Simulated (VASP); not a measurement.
# LiBr: electric field gradients with PBE

Crystal: LiBr.

```
Li Br
1.0
     0.00000    2.72269    2.72269
     2.72269    0.00000    2.72269
     2.72269    2.72269    0.00000
Li Br
1 1
Direct
  0.00000 0.00000 0.00000
  0.50000 0.50000 0.50000
```

- Program: VASP 6.6.1
- Task: electric field gradients
- Functional: PBE
- Potentials or basis: VASP PAW PBE potentials, release 64 (Li_sv, Br)
- Cutoff: 650 eV
- k mesh: 4 × 4 × 4
- Occupations: tetrahedron
- Spin: no spin polarisation
- Dipole correction: no
- Further INCAR settings: ALGO = Normal; EDIFF = 1e-08; NBANDS = 12

* Pressure: 1.1 GPa
* Band gap on the k mesh: 5.08 eV, direct

Levels at points of the mesh, in eV from the valence-band top:
```
           k point  band 2  band 3  band 4  band 5  band 6  band 7  band 8  band 9
(0.00, 0.00, 0.00)  -13.54    0.00    0.00    0.00    5.08   10.52   10.52   10.52
(0.50, 0.00, 0.00)  -13.03   -3.01   -0.28   -0.28    5.64    8.10    8.10   12.07
(0.50, 0.50, 0.00)  -12.82   -3.02   -1.20   -1.20    6.29    7.06   11.88   12.63
```

It took 5.5 s on 1 thread of Intel(R) Xeon(R) 6975P-C (Granite Rapids), with other jobs on the host, peak memory 0.17 GiB.

Caveat: the k points lie up to 0.50 Å⁻¹ apart; without QUAD_EFG the Cq values of the log hold for a quadrupole moment of 1 mb, not for the nuclei.
